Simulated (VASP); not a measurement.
# ZrC (Fm-3m) in VASP: a series of runs

ZrC is run at these levels: PBEsol; tasks: single point, relaxation of cell and atoms.

Everything below comes from runs of VASP 6.6.1. Logs are shortened: lines on timing, memory, paths and dates and some standing lists are left out, and cuts for length are marked.

## 1. The cell of the first run

It takes space group Fm-3m (No. 225, cubic). The conventional cell has a = 4.669 Å, b = 4.669 Å, c = 4.669 Å, α = 90.00°, β = 90.00°, γ = 90.00°. Within 3.1 Å of Zr (site symmetry m-3m) lie 6 C at 2.33 Å. C (site symmetry m-3m) has 6 Zr at 2.33 Å within 3.1 Å.

## 2. Single point, PBEsol

INCAR reads:

```
  PREC = Accurate
  ENCUT = 520
  EDIFF = 1E-6
  ISMEAR = -1
  SIGMA = 0.05
  LREAL = False
  LASPH = True
  NELM = 80
  ALGO = Normal
  ISIF = 2
  LWAVE = False
  LCHARG = True
  GGA = PS
  LELF = True
  LVHAR = True
  NBANDS = 15
```

KPOINTS reads:

```
Automatic mesh
0
Gamma
  16 16 16
```

POSCAR reads:

```
ZrC
1.0
    0.0000000000      2.3344509566      2.3344509566
    2.3344509566      0.0000000000      2.3344509566
    2.3344509566      2.3344509566      0.0000000000
Zr C
1 1
Direct
    0.5000000000      0.5000000000      0.5000000000
    0.0000000000      0.0000000000      0.0000000000
```

Potentials or basis: VASP PAW PBE potentials, release 64 (Zr_sv, C).

Command:

```sh
cat potpaw_PBE.64/Zr_sv/POTCAR potpaw_PBE.64/C/POTCAR > POTCAR
mpirun -np 1 vasp_std > vasp.out
```

OUTCAR:

```text
PREC = Accurate
   ENCUT = 520
   EDIFF = 1E-6
   ISMEAR = -1
   LREAL = False
   LASPH = True
   NELM = 80
   ISIF = 2
   GGA = PS

 ion  position               nearest neighbor table
   1  0.500  0.500  0.500-   2 2.33   2 2.33   2 2.33   2 2.33   2 2.33   2 2.33
   2  0.000  0.000  0.000-   1 2.33   1 2.33   1 2.33   1 2.33   1 2.33   1 2.33

  LATTYP: Found a face centered cubic cell.
 ALAT       =     4.6689019132

  Lattice vectors:

 A1 = (   0.0000000000,   2.3344509566,   2.3344509566)
 A2 = (   2.3344509566,   0.0000000000,   2.3344509566)
 A3 = (   2.3344509566,   2.3344509566,   0.0000000000)

Analysis of symmetry for initial positions (statically):
=====================================================================
 Subroutine PRICEL returns:
 Original cell was already a primitive cell.

 Routine SETGRP: Setting up the symmetry group for a
 face centered cubic supercell.

 Subroutine GETGRP returns: Found 48 space group operations
 (whereof 48 operations were pure point group operations)
 out of a pool of 48 trial point group operations.

The static configuration has the point symmetry O_h .

Analysis of symmetry for dynamics (positions and initial velocities):
=====================================================================
 Subroutine PRICEL returns:
 Original cell was already a primitive cell.

 Routine SETGRP: Setting up the symmetry group for a
 face centered cubic supercell.

 Subroutine GETGRP returns: Found 48 space group operations
 (whereof 48 operations were pure point group operations)
 out of a pool of 48 trial point group operations.

The dynamic configuration has the point symmetry O_h .

 Subroutine INISYM returns: Found 48 space group operations
 (whereof 48 operations are pure point group operations),
 and found     1 'primitive' translations

----------------------------------------------------------------------------------------

                                     Primitive cell

  volume of cell :      25.4439

  direct lattice vectors                    reciprocal lattice vectors
     0.000000000  2.334450957  2.334450957    -0.214183125  0.214183125  0.214183125
     2.334450957  0.000000000  2.334450957     0.214183125 -0.214183125  0.214183125
     2.334450957  2.334450957  0.000000000     0.214183125  0.214183125 -0.214183125

  length of vectors
     3.301412204  3.301412204  3.301412204     0.370976054  0.370976054  0.370976054

  position of ions in fractional coordinates (direct lattice)
     0.500000000  0.500000000  0.500000000
     0.000000000  0.000000000  0.000000000

  ion indices of the primitive-cell ions
   primitive index   ion index
                 1           1
[... 80 lines left out ...]
   ISYM   =      2    0-nonsym 1-usesym 2-fastsym
   POTIM  = 0.5000    time-step for ionic-motion
   TEBEG  =    0.0;   TEEND  =   0.0 temperature during run
   PSTRESS=    0.0 pullay stress
   NELECT =      16.0000    total number of electrons
   NUPDOWN=      -1.0000    fix difference up-down
   EMIN   =  10.00;   EMAX   =-10.00  energy-range for DOS
   EFERMI =   0.00;   METHOD = LEGACY
   ISMEAR =    -1;   SIGMA  =   0.05  broadening in eV -4-tet -1-fermi 0-gaus
   EFERMI_NEDOS =   21; number of points for ismear=-14 and -15
   IALGO  =     38    algorithm
   IMIX   =      4    mixing-type and parameters
     AMIX     =   0.40;   BMIX     =  1.00
     AMIX_MAG =   1.60;   BMIX_MAG =  1.00
  volume/ion in A,a.u.               =      12.72        85.85
  Fermi-wavevector in a.u.,A,eV,Ry     =   1.402556  2.650446 26.764865  1.967162
  Thomas-Fermi vector in A             =   2.525306
   LORBIT       =      0    0 simple, 1 ext, 2 COOP (PROOUT), +10 PAW based schemes
   GGA     = PS    functional components
   LHFCALC =     F    Hartree Fock is set to
   AEXX    =    0.0000 exact exchange contribution
   IVDW    =     0    specifies the selected vdW correction
   LEPSILON=     F    determine dielectric tensor
   LRPA    =     F    only Hartree local field effects (RPA)
 non-spin polarized calculation
  energy-cutoff  :      520.00
  volume of cell :       25.44
 maximum number of plane-waves:       701
 NGX is ok and might be reduce to    28
   NGX = 13   NGY = 13   NGZ = 13

 number of electron      16.0000000 magnetization

 Free energy of the ion-electron system (eV)
  ---------------------------------------------------
  ext. energy  EPLUGINS =         0.00000000
  ---------------------------------------------------
  free energy    TOTEN  =       -20.57397629 eV

  energy without entropy =      -20.57126195  energy(sigma->0) =      -20.57261912

 E-fermi :   9.7134     XC(G=0): -12.3797

 val. band max:        9.6844966716   @ k =   0.3750   0.3125   0.0000
 cond. band min:       9.7508366302   @ k =   0.4375   0.4375   0.0000
 fundamental gap:      0.0663399586
 Fermi energy:         9.7133519800

 k-point     1 :       0.0000    0.0000    0.0000
  band No.  band energies     occupation
      1     -38.1699      2.00000
      2     -15.8971      2.00000
      3     -15.8971      2.00000
      4     -15.8971      2.00000
      5      -1.6256      2.00000
      6      10.6829      0.00000
      7      10.6829      0.00000
      8      10.6829      0.00000
      9      10.7897      0.00000
     10      10.7897      0.00000
     11      10.7897      0.00000
     12      12.5904      0.00000
     13      12.5904      0.00000
     14      17.2519      0.00000
[... 401 lines left out ...]
      2     -15.9890      2.00000
      3     -15.9213      2.00000
      4     -15.8987      2.00000
      5      -1.3813      2.00000
      6       9.3195      1.99924
      7       9.5361      1.94384
      8       9.6647      1.45116
      9      10.9370      0.00000
     10      11.5885      0.00000
     11      11.6816      0.00000
     12      13.2356      0.00000
     13      14.1129      0.00000
     14      17.7554      0.00000
     15      20.8052      0.00000

 [... further k-points ...]
[... 5 lines left out ...]
  --------------------------------------------------------------------------------------
  -------------------------------------------------------------------------------------
  Total        0.0590708      0.0590708      0.0590708      0.0000000      0.0000000     -0.0000000
  in kB        3.7196240      3.7196240      3.7196240      0.0000000      0.0000000     -0.0000000
  external PRESSURE =       3.7196240 kB  Pullay stress =       0.0000000 kB

 VOLUME and BASIS-vectors are now :
 -----------------------------------------------------------------------------
  energy-cutoff  :      520.00
  volume of cell :       25.44
      direct lattice vectors                 reciprocal lattice vectors
     0.000000000  2.334450957  2.334450957    -0.214183125  0.214183125  0.214183125
     2.334450957  0.000000000  2.334450957     0.214183125 -0.214183125  0.214183125
     2.334450957  2.334450957  0.000000000     0.214183125  0.214183125 -0.214183125

 POSITION                                       TOTAL-FORCE (eV/Angst)
 -----------------------------------------------------------------------------------
      2.33445      2.33445      2.33445         0.000000     -0.000000      0.000000
      0.00000      0.00000      0.00000         0.000000      0.000000     -0.000000
 -----------------------------------------------------------------------------------
    total drift:                                0.000000      0.000000      0.000000

  FREE ENERGIE OF THE ION-ELECTRON SYSTEM (eV)
  ---------------------------------------------------
  free  energy   TOTEN  =       -20.5739762873 eV

  energy  without entropy=      -20.5712619500  energy(sigma->0) =      -20.57261912
```

OSZICAR:

```text
N       E                     dE             d eps       ncg     rms          rms(c)
DAV:   1     0.997261002882E+02    0.99726E+02   -0.85726E+03  4350   0.108E+03
DAV:   2    -0.176013581735E+02   -0.11733E+03   -0.10953E+03  5575   0.287E+02
DAV:   3    -0.236804816965E+02   -0.60791E+01   -0.60437E+01  7157   0.550E+01
DAV:   4    -0.237798052156E+02   -0.99324E-01   -0.99273E-01  5341   0.536E+00
DAV:   5    -0.237810066388E+02   -0.12014E-02   -0.12014E-02  5639   0.475E-01    0.217E+01
DAV:   6    -0.206930159121E+02    0.30880E+01   -0.55916E+00  5125   0.218E+01    0.800E+00
DAV:   7    -0.205967048750E+02    0.96311E-01   -0.52528E-01  5022   0.550E+00    0.667E+00
DAV:   8    -0.206016471672E+02   -0.49423E-02   -0.28340E-01  5407   0.395E+00    0.437E+00
DAV:   9    -0.205745661409E+02    0.27081E-01   -0.46734E-02  4896   0.149E+00    0.693E-01
DAV:  10    -0.205739991878E+02    0.56695E-03   -0.45580E-03  5533   0.585E-01    0.137E-01
DAV:  11    -0.205739819715E+02    0.17216E-04   -0.19430E-04  5015   0.139E-01    0.476E-02
DAV:  12    -0.205739768626E+02    0.51089E-05   -0.44462E-06  5399   0.181E-02    0.860E-03
DAV:  13    -0.205739762873E+02    0.57533E-06   -0.12073E-06  4653   0.712E-03
   1 F= -.20573976E+02 E0= -.20572619E+02  d E =-.271434E-02
```

stdout:

```text
POSCAR found type information on POSCAR ZrC
 POSCAR found :  2 types and       2 ions
 scaLAPACK will be used
 -----------------------------------------------------------------------------
|                                                                             |
|                                                                             |
|     You enforced a specific xc type in the INCAR file but a different       |
|     I HOPE YOU KNOW WHAT YOU ARE DOING!                                     |
|                                                                             |
 -----------------------------------------------------------------------------

 LDA part: xc-table for (Slater+PW92), standard interpolation
 POSCAR, INCAR and KPOINTS ok, starting setup
 FFT: planning ... GRIDC
 FFT: planning ... GRID_SOFT
 FFT: planning ... GRID
 WAVECAR not read
 entering main loop
```

Run time: 31 s. Hardware: 1 thread of Intel Xeon 6975P-C (Granite Rapids), shared host; peak memory 0.19 GiB.

Results:

| Item | Value |
| --- | --- |
| Free energy | -20.5740 eV |
| Pressure | 0.4 GPa |
| Band gap on the k mesh | zero (band 8 reaches 10.68 eV, above the bottom of band 9 at 9.35 eV) |

Levels at points of the mesh, in eV from the Fermi level:
```
           k point  band 6  band 7  band 8  band 9  band 10  band 11
(0.00, 0.00, 0.00)    0.97    0.97    0.97    1.08     1.08     1.08
(0.50, 0.00, 0.00)   -5.40   -3.00   -3.00    4.62     4.62     5.48
(0.50, 0.50, 0.00)   -2.02   -1.87    0.10    0.10     4.59     5.84
```

Caveat: the PAW data sets were made with another functional, which shifts forces and pressure a little.

## 3. Relaxation of cell and atoms, PBEsol

This run uses another cell than the first one, of 13.23 Å³/atom, 1.040 times its volume.

INCAR reads:

```
PREC     = Accurate       # precision mode
ENCUT    = 600            # plane-wave cutoff, eV
EDIFF    = 1E-6           # SCF threshold, eV
ISMEAR   = -1             # smearing method
SIGMA    = 0.05           # smearing width, eV
LREAL    = F              # projectors in reciprocal space
LASPH    = T              # aspherical terms in the spheres
NELM     = 60             # most SCF steps
ALGO     = Normal         # electronic algorithm
ISIF     = 3              # what is computed and relaxed
LWAVE    = F              # write WAVECAR
LCHARG   = F              # write CHGCAR
GGA      = PS             # functional
IBRION   = 2              # ionic algorithm
NSW      = 80             # ionic steps
EDIFFG   = -0.02          # ionic threshold
```

KPOINTS is that of step 2.

POSCAR reads:

```
ZrC
1.0
    0.0000000000      2.3650000000      2.3650000000
    2.3650000000      0.0000000000      2.3650000000
    2.3650000000      2.3650000000      0.0000000000
Zr C
1 1
Direct
    0.5000000000      0.5000000000      0.5000000000
    0.0000000000      0.0000000000      0.0000000000
```

Potentials or basis: VASP PAW PBE potentials, release 64 (Zr_sv, C).

Command:

```sh
cat potpaw_PBE.64/Zr_sv/POTCAR potpaw_PBE.64/C/POTCAR > POTCAR
mpirun -np 1 vasp_std > vasp.out
```

Wall time 4.2 min (1 thread of AMD EPYC 7R13, shared host); peak memory 0.19 GiB.

It converged, with:

```yaml
Free_energy: -20.5759 eV
Relaxed_volume: 12.75 Å³/atom
Relaxed_cell: a = 3.304 Å, b = 3.304 Å, c = 3.304 Å, α = 60.00°, β = 60.00°, γ = 60.00°
Space_group_after_relaxing_to_0.05_Å: Fm-3m (No. 225)
Energy_gained_by_relaxing: 13.0 meV/atom
Ionic_steps: 3
Pressure_after_relaxing: -0.2 GPa
Band_gap_on_the_k_mesh: zero (band 8 reaches 10.66 eV, above the bottom of band 9 at 9.33 eV)
```

Step by step:
| step | energy change (eV) | largest force (eV/Å) | pressure (GPa) | volume (Å³) |
| --- | --- | --- | --- | --- |
| 1 | 0.0000 | 0.0000 | -8.26 | 26.46 |
| 2 | 0.0504 | 0.0000 | 16.72 | 23.93 |
| 3 | -0.0260 | 0.0000 | -0.15 | 25.49 |

Final structure:
```
CELL_PARAMETERS angstrom
0.00000 2.33595 2.33595
2.33595 0.00000 2.33595
2.33595 2.33595 0.00000
ATOMIC_POSITIONS crystal
Zr 0.50000 0.50000 0.50000
C 0.00000 0.00000 0.00000
```

Levels at points of the mesh, in eV from the Fermi level:
| k point | band 5 | band 6 | band 7 | band 8 | band 9 | band 10 | band 11 | band 12 |
| --- | --- | --- | --- | --- | --- | --- | --- | --- |
| (0.00, 0.00, 0.00) | -11.33 | 0.97 | 0.97 | 0.97 | 1.08 | 1.08 | 1.08 | 2.87 |
| (0.50, 0.00, 0.00) | -8.12 | -5.39 | -2.99 | -2.99 | 4.61 | 4.61 | 5.46 | 6.57 |
| (0.50, 0.50, 0.00) | -10.16 | -2.02 | -1.86 | 0.10 | 0.10 | 4.58 | 5.82 | 5.82 |

Caveat: the PAW data sets were made with another functional, which shifts forces and pressure a little.
